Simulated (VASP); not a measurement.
A run of VASP 6.6.1 is set up as follows.

The input INCAR:

```
  PREC = Accurate
  ENCUT = 600
  EDIFF = 1E-7
  ISMEAR = -1
  SIGMA = 0.05
  LREAL = False
  LASPH = True
  NELM = 100
  ALGO = Normal
  ISIF = 3
  LWAVE = False
  LCHARG = False
  GGA = PS
  IBRION = 2
  NSW = 60
  EDIFFG = -0.01
  PSTRESS = 200.0
```

File KPOINTS:

```
Automatic mesh
0
Gamma
  10 10 3
```

File POSCAR:

```
WS2
1.0
    3.1800000000      0.0000000000      0.0000000000
   -1.5900000000      2.7539607840      0.0000000000
    0.0000000000      0.0000000000     12.5000000000
W S
2 4
Direct
    0.6666666667      0.3333333333      0.7500000000
    0.3333333333      0.6666666667      0.2500000000
    0.6666666667      0.3333333333      0.3750000000
    0.3333333333      0.6666666667      0.8750000000
    0.6666666667      0.3333333333      0.1250000000
    0.3333333333      0.6666666667      0.6250000000
```

Potentials or basis: VASP PAW PBE potentials, release 64 (W_sv, S).

Launch:

```bash
$ cat potpaw_PBE.64/W_sv/POTCAR potpaw_PBE.64/S/POTCAR > POTCAR
$ mpirun -np 1 vasp_std > vasp.out
```

Question: Predict the space group after relaxing (to 0.1 Å).

Answer: P6_3/mmc (No. 194).

Question: What does it give for the band gap on the k mesh?

Answer: 0.20 eV (least direct gap 1.62 eV).

Question: Predict the relaxed cell.

Answer: a = 3.022 Å, b = 3.022 Å, c = 11.042 Å, α = 90.00°, β = 90.00°, γ = 120.00°.

Question: Predict the relaxed volume.

Answer: 14.56 Å³/atom.

Stress tensor (GPa, compression positive):
```
19.96  0.00  0.00
 0.00 19.96  0.00
 0.00  0.00 20.07
```

Caveat: the cell is relaxed towards a set pressure, so the run minimises the enthalpy, not the energy; the volume moved by over 15 % at a fixed basis, so the end points are rough; the PAW data sets were made with another functional, which shifts forces and pressure a little; spin-orbit coupling is left out, which moves the levels of the heavy elements. A k mesh can miss the band edges.
